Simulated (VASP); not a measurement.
# GaF (Pm-3m) in VASP: settings compared

GaF is run at these levels: PBE+D3(BJ), PBE+D4; tasks: single point, relaxation of cell and atoms.

Everything below comes from runs of VASP 6.6.1. Logs are shortened: lines on timing, memory, paths and dates and some standing lists are left out, and cuts for length are marked.

### 1 The cell of the first run

Symmetry: Pm-3m, No. 221, cubic system. The conventional cell has a = 3.342 Å, b = 3.342 Å, c = 3.342 Å, α = 90.00°, β = 90.00°, γ = 90.00°. Ga (site symmetry m-3m) has 8 F at 2.89 Å and 6 Ga at 3.34 Å within 3.8 Å. Within 3.8 Å of F (site symmetry m-3m) lie 8 Ga at 2.89 Å and 6 F at 3.34 Å.

### 2 Single point, PBE+D3(BJ)

INCAR

```
ALGO = Normal
EDIFF = 1E-7
ENCUT = 520
GGA = PE
ISIF = 2
ISMEAR = -1
IVDW = 12
LASPH = T
LCHARG = T
LELF = T
LREAL = F
LVHAR = T
LWAVE = F
NBANDS = 17
NELM = 100
PREC = Accurate
SIGMA = 0.05
```

KPOINTS

```
k-points
0
Gamma
  8 8 8
```

POSCAR

```
GaF
1.0
    3.3416347209      0.0000000000      0.0000000000
    0.0000000000      3.3416347209      0.0000000000
    0.0000000000      0.0000000000      3.3416347209
Ga F
1 1
Direct
    0.0000000000      0.0000000000      0.0000000000
    0.5000000000      0.5000000000      0.5000000000
```

Potentials or basis: VASP PAW PBE potentials, release 64 (Ga_d, F).

Run with:

```sh
> cat potpaw_PBE.64/Ga_d/POTCAR potpaw_PBE.64/F/POTCAR > POTCAR
> mpirun -np 1 vasp_std > vasp.out
```

OUTCAR:

```text
EDIFF = 1E-7
   ENCUT = 520
   GGA = PE
   ISIF = 2
   ISMEAR = -1
   IVDW = 12
   LASPH = T
   LREAL = F
   NELM = 100
   PREC = Accurate
 IVDW          = 12

 ion  position               nearest neighbor table
   1  0.000  0.000  0.000-
   2  0.500  0.500  0.500-

  LATTYP: Found a simple cubic cell.
 ALAT       =     3.3416347209

  Lattice vectors:

 A1 = (   3.3416347209,   0.0000000000,   0.0000000000)
 A2 = (   0.0000000000,   3.3416347209,   0.0000000000)
 A3 = (   0.0000000000,   0.0000000000,   3.3416347209)

Analysis of symmetry for initial positions (statically):
=====================================================================
 Subroutine PRICEL returns:
 Original cell was already a primitive cell.

 Routine SETGRP: Setting up the symmetry group for a
 simple cubic supercell.

 Subroutine GETGRP returns: Found 48 space group operations
 (whereof 48 operations were pure point group operations)
 out of a pool of 48 trial point group operations.

The static configuration has the point symmetry O_h .

Analysis of symmetry for dynamics (positions and initial velocities):
=====================================================================
 Subroutine PRICEL returns:
 Original cell was already a primitive cell.

 Routine SETGRP: Setting up the symmetry group for a
 simple cubic supercell.

 Subroutine GETGRP returns: Found 48 space group operations
 (whereof 48 operations were pure point group operations)
 out of a pool of 48 trial point group operations.

The dynamic configuration has the point symmetry O_h .

 Subroutine INISYM returns: Found 48 space group operations
 (whereof 48 operations are pure point group operations),
 and found     1 'primitive' translations

----------------------------------------------------------------------------------------

                                     Primitive cell

  volume of cell :      37.3144

  direct lattice vectors                    reciprocal lattice vectors
     3.341634721  0.000000000  0.000000000     0.299254731  0.000000000  0.000000000
     0.000000000  3.341634721  0.000000000     0.000000000  0.299254731  0.000000000
     0.000000000  0.000000000  3.341634721     0.000000000  0.000000000  0.299254731

  length of vectors
     3.341634721  3.341634721  3.341634721     0.299254731  0.299254731  0.299254731

  position of ions in fractional coordinates (direct lattice)
     0.000000000  0.000000000  0.000000000
     0.500000000  0.500000000  0.500000000

  ion indices of the primitive-cell ions
   primitive index   ion index
                 1           1
                 2           2

----------------------------------------------------------------------------------------

 KPOINTS: k-points

Automatic generation of k-mesh.
 Grid dimensions read from file:
 generate k-points for:    8    8    8

 Generating k-lattice:

  Cartesian coordinates                     Fractional coordinates (reciprocal lattice)
     0.037406841  0.000000000  0.000000000     0.125000000  0.000000000  0.000000000
     0.000000000  0.037406841  0.000000000     0.000000000  0.125000000  0.000000000
     0.000000000  0.000000000  0.037406841     0.000000000  0.000000000  0.125000000

  Length of vectors
     0.037406841  0.037406841  0.037406841

  Shift w.r.t. Gamma in fractional coordinates (k-lattice)
     0.000000000  0.000000000  0.000000000

 Subroutine IBZKPT returns following result:
 ===========================================

 Found     35 irreducible k-points:

 Following reciprocal coordinates:
            Coordinates               Weight
  0.000000  0.000000  0.000000      1.000000
  0.125000  0.000000  0.000000      6.000000
  0.250000  0.000000  0.000000      6.000000
  0.375000  0.000000  0.000000      6.000000
  0.500000  0.000000  0.000000      3.000000
  0.125000  0.125000  0.000000     12.000000
[... 16 lines left out ...]
  0.375000  0.375000  0.125000     24.000000
  0.500000  0.375000  0.125000     24.000000
 [... further k-points ...]
   k-points           NKPTS =     35   k-points in BZ     NKDIM =     35   number of bands    NBANDS=     17
   number of dos      NEDOS =    301   number of ions     NIONS =      2
   total plane-waves  NPLWV =  21952
   dimension x,y,z NGX =    28 NGY =   28 NGZ =   28
   dimension x,y,z NGXF=    56 NGYF=   56 NGZF=   56
   ions per type =               1   1
   NGX,Y,Z   is equivalent  to a cutoff of  13.93, 13.93, 13.93 a.u.
   NGXF,Y,Z  is equivalent  to a cutoff of  27.86, 27.86, 27.86 a.u.
 SYSTEM =  unknown system
   PREC   = accura    normal or accurate (medium, high low for compatibility)
   ISTART =      0    job   : 0-new  1-cont  2-samecut
   ICHARG =      2    charge: 1-file 2-atom 10-const
   ISPIN  =      1    spin polarized calculation?
   LNONCOLLINEAR =      F non collinear calculations
   LSORBIT =      F    spin-orbit coupling
   LASPH  =      T    aspherical Exc in radial PAW
   ENCUT  =  520.0 eV  38.22 Ry    6.18 a.u.   6.21  6.21  6.21*2*pi/ulx,y,z
   NELM   =    100;   NELMIN=  2; NELMDL= -5     # of ELM steps
   EDIFF  = 0.1E-06   stopping-criterion for ELM
   LREAL  =      F    real-space projection
   EDIFFG = 0.1E-05   stopping-criterion for IOM
   NSW    =      0    number of steps for IOM
   IBRION =     -1    ionic relax: 0-MD 1-quasi-New 2-CG
   NFREE  =      0    steps in history (QN), initial steepest desc. (CG)
   ISIF   =      2    stress and relaxation
   ISYM   =      2    0-nonsym 1-usesym 2-fastsym
   POTIM  = 0.5000    time-step for ionic-motion
   TEBEG  =    0.0;   TEEND  =   0.0 temperature during run
   PSTRESS=    0.0 pullay stress
   NELECT =      20.0000    total number of electrons
   NUPDOWN=      -1.0000    fix difference up-down
   EMIN   =  10.00;   EMAX   =-10.00  energy-range for DOS
   EFERMI =   0.00;   METHOD = LEGACY
   ISMEAR =    -1;   SIGMA  =   0.05  broadening in eV -4-tet -1-fermi 0-gaus
   EFERMI_NEDOS =   21; number of points for ismear=-14 and -15
   IALGO  =     38    algorithm
   IMIX   =      4    mixing-type and parameters
     AMIX     =   0.40;   BMIX     =  1.00
     AMIX_MAG =   1.60;   BMIX_MAG =  1.00
  volume/ion in A,a.u.               =      18.66       125.91
  Fermi-wavevector in a.u.,A,eV,Ry     =   1.329819  2.512993 24.060794  1.768418
  Thomas-Fermi vector in A             =   2.458953
   LORBIT       =      0    0 simple, 1 ext, 2 COOP (PROOUT), +10 PAW based schemes
   GGA     = PE    functional components
   LHFCALC =     F    Hartree Fock is set to
   AEXX    =    0.0000 exact exchange contribution
   IVDW    =    12    specifies the selected vdW correction
   LEPSILON=     F    determine dielectric tensor
   LRPA    =     F    only Hartree local field effects (RPA)
 non-spin polarized calculation
  energy-cutoff  :      520.00
  volume of cell :       37.31
 maximum number of plane-waves:      1024
 NGX is ok and might be reduce to    28
   NGX = 13   NGY = 13   NGZ = 13

 number of electron      20.0000013 magnetization

 Free energy of the ion-electron system (eV)
  ---------------------------------------------------
  ext. energy  EPLUGINS =         0.00000000
  ---------------------------------------------------
  free energy    TOTEN  =        -7.33509841 eV

  energy without entropy =       -7.33509840  energy(sigma->0) =       -7.33509841

 E-fermi :   1.1122     XC(G=0):  -9.2760

 val. band max:        0.3957481101   @ k =   0.5000   0.5000   0.5000
 cond. band min:       1.8539903021   @ k =   0.5000   0.0000   0.0000
 fundamental gap:      1.4582421921
 Fermi energy:         1.1122218933

 k-point     1 :       0.0000    0.0000    0.0000
  band No.  band energies     occupation
      1     -20.1443      2.00000
      2     -13.0545      2.00000
      3     -13.0545      2.00000
      4     -12.9470      2.00000
      5     -12.9470      2.00000
      6     -12.9470      2.00000
[... 9 lines left out ...]
     16      15.5825      0.00000
     17      22.3711      0.00000

 k-point     2 :       0.1250    0.0000    0.0000
  band No.  band energies     occupation
      1     -20.1315      2.00000
      2     -13.0537      2.00000
      3     -13.0431      2.00000
      4     -12.9511      2.00000
      5     -12.9511      2.00000
      6     -12.9467      2.00000
[... 9 lines left out ...]
     16      16.3811      0.00000
     17      20.7354      0.00000

 k-point     3 :       0.2500    0.0000    0.0000
  band No.  band energies     occupation
      1     -20.1010      2.00000
      2     -13.0519      2.00000
      3     -13.0158      2.00000
      4     -12.9610      2.00000
      5     -12.9610      2.00000
      6     -12.9459      2.00000
[... 9 lines left out ...]
     16      18.2914      0.00000
     17      18.6497      0.00000

 k-point     4 :       0.3750    0.0000    0.0000
  band No.  band energies     occupation
      1     -20.0702      2.00000
      2     -13.0500      2.00000
      3     -12.9889      2.00000
      4     -12.9709      2.00000
      5     -12.9709      2.00000
      6     -12.9451      2.00000
[... 9 lines left out ...]
     16      16.1868      0.00000
     17      17.9497      0.00000
[... 343 lines left out ...]
      1     -20.0169      2.00000
      2     -13.0138      2.00000
      3     -12.9855      2.00000
      4     -12.9746      2.00000
      5     -12.9623      2.00000
      6     -12.9550      2.00000
[... 9 lines left out ...]
     16      16.5930      0.00000
     17      17.3635      0.00000

 k-point    23 :       0.3750    0.3750    0.1250
  band No.  band energies     occupation
      1     -20.0042      2.00000
      2     -13.0052      2.00000
      3     -12.9881      2.00000
      4     -12.9718      2.00000
      5     -12.9710      2.00000
      6     -12.9454      2.00000
[... 9 lines left out ...]
     16      15.8602      0.00000
     17      16.9393      0.00000

 k-point    24 :       0.5000    0.3750    0.1250
  band No.  band energies     occupation
      1     -19.9944      2.00000
      2     -13.0024      2.00000
      3     -12.9909      2.00000
      4     -12.9751      2.00000
      5     -12.9714      2.00000
      6     -12.9353      2.00000
[... 9 lines left out ...]
     16      15.8487      0.00000
     17      17.2727      0.00000

 [... further k-points ...]

------------------------ aborting loop because EDIFF is reached ----------------------------------------

 Edisp (eV)   -0.47399

 E8    (eV) :    -0.2038

  FORCE on cell =-STRESS in cart. coord.  units (eV):
  Direction    XX          YY          ZZ          XY          YZ          ZX
  --------------------------------------------------------------------------------------
  -------------------------------------------------------------------------------------
  Total       0.03956     0.03956     0.03956     0.00000     0.00000    -0.00000
  in kB       1.69865     1.69865     1.69865     0.00000     0.00000    -0.00000
  external pressure =        1.70 kB  Pullay stress =        0.00 kB

 VOLUME and BASIS-vectors are now :
 -----------------------------------------------------------------------------
  energy-cutoff  :      520.00
  volume of cell :       37.31
      direct lattice vectors                 reciprocal lattice vectors
     3.341634721  0.000000000  0.000000000     0.299254731  0.000000000  0.000000000
     0.000000000  3.341634721  0.000000000     0.000000000  0.299254731  0.000000000
     0.000000000  0.000000000  3.341634721     0.000000000  0.000000000  0.299254731

 POSITION                                       TOTAL-FORCE (eV/Angst)
 -----------------------------------------------------------------------------------
      0.00000      0.00000      0.00000         0.000000      0.000000      0.000000
      1.67082      1.67082      1.67082         0.000000      0.000000      0.000000
 -----------------------------------------------------------------------------------
    total drift:                               -0.000000      0.000000      0.000000

  FREE ENERGIE OF THE ION-ELECTRON SYSTEM (eV)
  ---------------------------------------------------
  free  energy   TOTEN  =        -7.8090852726 eV

  energy  without entropy=       -7.8090852658  energy(sigma->0) =       -7.80908527
```

It took 27 s on 1 thread of Intel Xeon 8259CL, shared host; peak memory 0.18 GiB.

What came out:

```
Free energy                : -7.8091 eV
Pressure                   : 0.2 GPa
Band gap on the k mesh     : 1.46 eV, indirect (least direct gap 1.54 eV)
Dispersion energy per atom : -0.237 eV
```

Caveat: three body term missing.

(Continued in part 2 of 2.)
